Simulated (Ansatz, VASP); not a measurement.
**One calculation of NiO, two programs**

The input INCAR:

```
SYSTEM = NiO
ALGO = Normal ; EDIFF = 1E-6
ENCUT = 520 ; GGA = CA
ISIF = 2 ; ISMEAR = 0
ISPIN = 2 ; LASPH = .True.
LCHARG = .False. ; LDAU = .True.
LDAUJ = 0.9 0 ; LDAUL = 2 -1
LDAUPRINT = 1 ; LDAUTYPE = 1
LDAUU = 6 0 ; LMAXMIX = 4
LORBIT = 11 ; LREAL = .False.
LWAVE = .False. ; MAGMOM = 2 0
NBANDS = 19 ; NELM = 150
PREC = Accurate ; SIGMA = 0.05
```

KPOINTS

```
k-points
0
Gamma
  8 8 8
  0 0 0
```

POSCAR

```
NiO
1.0
    0.0000000000      2.0913095100      2.0913095100
    2.0913095100      0.0000000000      2.0913095100
    2.0913095100      2.0913095100      0.0000000000
Ni O
1 1
Direct
    0.0000000000      0.0000000000      0.0000000000
    0.5000000000      0.5000000000      0.5000000000
```

Input for Ansatz:

```yaml
crystal:
  lattice:
    - [0.0, 2.09130951, 2.09130951]
    - [2.09130951, 0.0, 2.09130951]
    - [2.09130951, 2.09130951, 0.0]
  atoms:
    - { symbol: Ni, position: [0.0, 0.0, 0.0], spin: 2.0 }
    - { symbol: O, position: [0.5, 0.5, 0.5] }
basis:
  ecutwfc: 420
  ecutrho_ratio: 4
kpoints:
  mp_grid: { grid: [8, 8, 8] }
hamiltonian:
  xc: lda
  hubbard: { sites: [{ site: 0, l: d, u: 6.0, j: 0.9 }] }
scf:
  occupations: { method: gaussian, width: 0.05 }
  lower_state_search: "off"
  max_iter: 150
output:
  forces: true
  stress: true
  eigenvalues: true
  populations: true
  hubbard: { sites: [{ site: 0, l: d }] }
magnetization:
  spin_polarized: true
```

Alike in both runs: task single point; functional LDA; k mesh 8 × 8 × 8; occupations gaussian, width 0.05 eV; collinear spin; Hubbard terms Ni d U = 6.0 eV, J = 0.9 eV.

|  | VASP | Ansatz |
| --- | --- | --- |
| version | VASP 6.6.1 | Ansatz 0.2.0 |
| potentials or method | VASP PAW LDA potentials, release 64 (Ni, O), cutoff 520 eV | scalar-relativistic, plane waves, PAW |
| valence electrons in the cell | 16 | 24 |

|  | VASP | Ansatz | Ansatz less VASP |
| --- | --- | --- | --- |
| gap on the k mesh at the Fermi level (eV) | 1.71 | 1.52 | -0.196 |
| least direct gap on the mesh (eV) | 2.63 | 2.39 | -0.244 |
| pressure (GPa) | -15.6 | -6.3 | +9.26 |
| net moment per atom (μB) | 1.00 | 1.00 | 0.000 |
| size of the moment on the site where the two differ most (μB) | 1.77 | 1.69 | -0.081 |

LDA's correlation is that of Perdew and Zunger in VASP and of Perdew and Wang (1992) in Ansatz. Site moments also hang on the region over which each program counts them. The programs project onto different local orbitals, so the same U acts differently, and such runs can settle in different states. VASP's potentials hold 16 valence electrons a cell and Ansatz's 24, so a difference there can come from the potentials and not from the codes.
